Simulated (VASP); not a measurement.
# AlGaN2 (P-4m2) in VASP: further runs

Runs on AlGaN2. Level: LDA. Tasks: single point.

Everything below comes from runs of VASP 6.6.1. Logs are shortened: lines on timing, memory, paths and dates and some standing lists are left out, and cuts for length are marked.

### Step 1. The cell of the first run

Symmetry: P-4m2, No. 115, tetragonal system. The conventional cell has a = 3.188 Å, b = 3.188 Å, c = 4.357 Å, α = 90.00°, β = 90.00°, γ = 90.00°. Within 2.5 Å of Al (site symmetry -4m2) lie 4 N at 1.90 Å. Within 2.6 Å of Ga (site symmetry -4m2) lie 4 N at 1.96 Å. Within 2.5 Å of N (site symmetry 2mm) lie 2 Al at 1.90 Å and 2 Ga at 1.96 Å.

### Step 2. Single point, LDA (strain +0.015 along x and y, -0.015 along z)

File INCAR:

```
SYSTEM = AlGaN2
ALGO = Normal ; EDIFF = 1E-6
ENCUT = 520 ; GGA = CA
ISIF = 2 ; ISMEAR = 0
LASPH = .True. ; LCHARG = .False.
LREAL = .False. ; LWAVE = .False.
NBANDS = 21 ; NELM = 60
PREC = Accurate ; SIGMA = 0.05
```

File KPOINTS:

```
k-points
0
Gamma
  8 8 6
  0 0 0
```

File POSCAR:

```
AlGaN2
1.0
    3.1879902044      0.0000000000      0.0000000000
    0.0000000000      3.1879902044      0.0000000000
    0.0000000000      0.0000000000      4.3574803709
Al Ga N
1 1 2
Direct
    0.5000000000      0.5000000000      0.5000000000
    0.0000000000      0.0000000000      0.0000000000
    0.5000000000      0.0000000000      0.7382648100
    0.0000000000      0.5000000000      0.2617351900
```

Potentials or basis: VASP PAW LDA potentials, release 64 (Al, Ga_d, N).

Command:

```bash
cat potpaw_LDA.64/Al/POTCAR potpaw_LDA.64/Ga_d/POTCAR potpaw_LDA.64/N/POTCAR > POTCAR
mpirun -np 1 vasp_std > vasp.out
```

OUTCAR:

```text
SYSTEM = AlGaN2
   EDIFF = 1E-6
   ENCUT = 520
   GGA = CA
   ISIF = 2
   ISMEAR = 0
   LASPH = .True.
   LREAL = .False.
   NELM = 60
   PREC = Accurate

 ion  position               nearest neighbor table
   1  0.500  0.500  0.500-   3 1.90   4 1.90   3 1.90   4 1.90   2 3.14   2 3.14   2 3.14   2 3.14
                             2 3.14   2 3.14   2 3.14   2 3.14
   2  0.000  0.000  0.000-   3 1.96   4 1.96   4 1.96   3 1.96   1 3.14   1 3.14   1 3.14   1 3.14
                             1 3.14   1 3.14   1 3.14   1 3.14
   3  0.500  0.000  0.738-   1 1.90   1 1.90   2 1.96   2 1.96
   4  0.000  0.500  0.262-   1 1.90   1 1.90   2 1.96   2 1.96

  LATTYP: Found a simple tetragonal cell.
 ALAT       =     3.1879902044
 C/A-ratio  =     1.3668424592

  Lattice vectors:

 A1 = (   3.1879902044,   0.0000000000,   0.0000000000)
 A2 = (   0.0000000000,   3.1879902044,   0.0000000000)
 A3 = (   0.0000000000,   0.0000000000,   4.3574803709)

Analysis of symmetry for initial positions (statically):
=====================================================================
 Subroutine PRICEL returns:
 Original cell was already a primitive cell.

 Routine SETGRP: Setting up the symmetry group for a
 simple tetragonal supercell.

 Subroutine GETGRP returns: Found  8 space group operations
 (whereof  8 operations were pure point group operations)
 out of a pool of 16 trial point group operations.

The static configuration has the point symmetry D_2d.

Analysis of symmetry for dynamics (positions and initial velocities):
=====================================================================
 Subroutine PRICEL returns:
 Original cell was already a primitive cell.

 Routine SETGRP: Setting up the symmetry group for a
 simple tetragonal supercell.

 Subroutine GETGRP returns: Found  8 space group operations
 (whereof  8 operations were pure point group operations)
 out of a pool of 16 trial point group operations.

The dynamic configuration has the point symmetry D_2d.

 Subroutine INISYM returns: Found  8 space group operations
 (whereof  8 operations are pure point group operations),
 and found     1 'primitive' translations

----------------------------------------------------------------------------------------

                                     Primitive cell

  volume of cell :      44.2863

[... 84 lines left out ...]
   ISTART =      0    job   : 0-new  1-cont  2-samecut
   ICHARG =      2    charge: 1-file 2-atom 10-const
   ISPIN  =      1    spin polarized calculation?
   LNONCOLLINEAR =      F non collinear calculations
   LSORBIT =      F    spin-orbit coupling
   LASPH  =      T    aspherical Exc in radial PAW
   ENCUT  =  520.0 eV  38.22 Ry    6.18 a.u.   5.93  5.93  8.10*2*pi/ulx,y,z
   NELM   =     60;   NELMIN=  2; NELMDL= -5     # of ELM steps
   EDIFF  = 0.1E-05   stopping-criterion for ELM
   LREAL  =      F    real-space projection
   EDIFFG = 0.1E-04   stopping-criterion for IOM
   NSW    =      0    number of steps for IOM
   IBRION =     -1    ionic relax: 0-MD 1-quasi-New 2-CG
   NFREE  =      0    steps in history (QN), initial steepest desc. (CG)
   ISIF   =      2    stress and relaxation
   ISYM   =      2    0-nonsym 1-usesym 2-fastsym
   POTIM  = 0.5000    time-step for ionic-motion
   TEBEG  =    0.0;   TEEND  =   0.0 temperature during run
   PSTRESS=    0.0 pullay stress
   NELECT =      26.0000    total number of electrons
   NUPDOWN=      -1.0000    fix difference up-down
   EMIN   =  10.00;   EMAX   =-10.00  energy-range for DOS
   EFERMI =   0.00;   METHOD = LEGACY
   ISMEAR =     0;   SIGMA  =   0.05  broadening in eV -4-tet -1-fermi 0-gaus
   EFERMI_NEDOS =   21; number of points for ismear=-14 and -15
   IALGO  =     38    algorithm
   IMIX   =      4    mixing-type and parameters
     AMIX     =   0.40;   BMIX     =  1.00
     AMIX_MAG =   1.60;   BMIX_MAG =  1.00
  volume/ion in A,a.u.               =      11.07        74.71
  Fermi-wavevector in a.u.,A,eV,Ry     =   1.370806  2.590449 25.566849  1.879110
  Thomas-Fermi vector in A             =   2.496560
   LORBIT       =      0    0 simple, 1 ext, 2 COOP (PROOUT), +10 PAW based schemes
   GGA     = CA    functional components
   LHFCALC =     F    Hartree Fock is set to
   AEXX    =    0.0000 exact exchange contribution
   IVDW    =     0    specifies the selected vdW correction
   LEPSILON=     F    determine dielectric tensor
   LRPA    =     F    only Hartree local field effects (RPA)
 non-spin polarized calculation
 Gauss-broadening in eV      SIGMA  =   0.05
  energy-cutoff  :      520.00
  volume of cell :       44.29
 maximum number of plane-waves:      1224
 NGX is ok and might be reduce to    24
   NGX = 11   NGY = 11   NGZ = 17

 number of electron      26.0000001 magnetization

 Free energy of the ion-electron system (eV)
  ---------------------------------------------------
  ext. energy  EPLUGINS =         0.00000000
  ---------------------------------------------------
  free energy    TOTEN  =       -30.27147830 eV

  energy without entropy =      -30.27147830  energy(sigma->0) =      -30.27147830

 E-fermi :   5.4669     XC(G=0): -11.6529

 val. band max:        5.2044464287   @ k =   0.0000   0.0000   0.0000
 cond. band min:       7.9988217215   @ k =   0.0000   0.0000   0.0000
 fundamental gap:      2.7943752928
 Fermi energy:         5.4668765269

 k-point     1 :       0.0000    0.0000    0.0000
  band No.  band energies     occupation
      1     -10.0085      2.00000
      2      -8.7518      2.00000
      3      -7.8663      2.00000
      4      -7.8663      2.00000
      5      -7.8209      2.00000
      6      -7.6658      2.00000
[... 565 lines left out ...]
     20      17.0373      0.00000
     21      17.1893      0.00000

 [... further k-points ...]
[... 5 lines left out ...]
  --------------------------------------------------------------------------------------
  -------------------------------------------------------------------------------------
  Total       -2.2622565     -2.2622565     -1.2651740      0.0000000      0.0000000      0.0000000
  in kB      -81.8432814    -81.8432814    -45.7711116      0.0000000      0.0000000      0.0000000
  external PRESSURE =     -69.8192248 kB  Pullay stress =       0.0000000 kB

 VOLUME and BASIS-vectors are now :
 -----------------------------------------------------------------------------
  energy-cutoff  :      520.00
  volume of cell :       44.29
      direct lattice vectors                 reciprocal lattice vectors
     3.187990204  0.000000000  0.000000000     0.313677250  0.000000000  0.000000000
     0.000000000  3.187990204  0.000000000     0.000000000  0.313677250  0.000000000
     0.000000000  0.000000000  4.357480371     0.000000000  0.000000000  0.229490420

 POSITION                                       TOTAL-FORCE (eV/Angst)
 -----------------------------------------------------------------------------------
      1.59400      1.59400      2.17874         0.000000      0.000000     -0.000000
      0.00000      0.00000      0.00000         0.000000     -0.000000     -0.000000
      1.59400      0.00000      3.21697         0.000000     -0.000000      0.111015
      0.00000      1.59400      1.14051         0.000000     -0.000000     -0.111015
 -----------------------------------------------------------------------------------
    total drift:                                0.000000      0.000000     -0.000000

  FREE ENERGIE OF THE ION-ELECTRON SYSTEM (eV)
  ---------------------------------------------------
  free  energy   TOTEN  =       -30.2714782953 eV

  energy  without entropy=      -30.2714782953  energy(sigma->0) =      -30.27147830
```

stdout:

```text
POSCAR found type information on POSCAR AlGaN
 POSCAR found :  3 types and       4 ions
 scaLAPACK will be used
 LDA part: xc-table for (Slater(with rela. corr.)+CA(PZ))
 , standard interpolation
 POSCAR, INCAR and KPOINTS ok, starting setup
 FFT: planning ... GRIDC
 FFT: planning ... GRID_SOFT
 FFT: planning ... GRID
 WAVECAR not read
 entering main loop
```

It took 16 s on 1 thread of Intel Xeon 6975P-C (Granite Rapids), shared host; peak memory 0.17 GiB.

Results:

```
Free energy            : -30.2715 eV
Pressure               : -7.0 GPa
Largest force          : 0.111 eV/Å
Band gap on the k mesh : 2.79 eV, direct
```

Forces on the atoms (eV/Å):
```
Al   0.000  0.000  0.000
Ga   0.000  0.000  0.000
N    0.000  0.000  0.111
N    0.000  0.000 -0.111
```

Levels at points of the mesh, in eV from the valence-band top:
| k point | band 10 | band 11 | band 12 | band 13 | band 14 | band 15 | band 16 | band 17 |
| --- | --- | --- | --- | --- | --- | --- | --- | --- |
| (0.00, 0.00, 0.00) | -2.42 | -0.11 | 0.00 | 0.00 | 2.79 | 3.43 | 7.08 | 11.01 |
| (0.50, 0.00, 0.00) | -2.77 | -2.70 | -1.06 | -0.78 | 6.86 | 6.99 | 7.70 | 8.02 |
| (0.50, 0.50, 0.00) | -2.13 | -2.13 | -2.12 | -2.12 | 3.33 | 3.33 | 6.29 | 8.68 |
| (0.00, 0.00, 0.50) | -1.60 | -1.60 | -1.06 | -1.06 | 5.20 | 5.39 | 7.62 | 8.79 |
| (0.50, 0.00, 0.50) | -1.03 | -0.73 | -0.64 | -0.44 | 5.01 | 6.37 | 9.02 | 9.29 |
| (0.50, 0.50, 0.50) | -3.92 | -3.20 | -3.17 | -3.17 | 6.29 | 6.29 | 8.59 | 10.57 |

Caveat: the cell differs from its parent crystal (strain +0.015 along x and y, -0.015 along z).

(Part 1 of 2 ends here.)
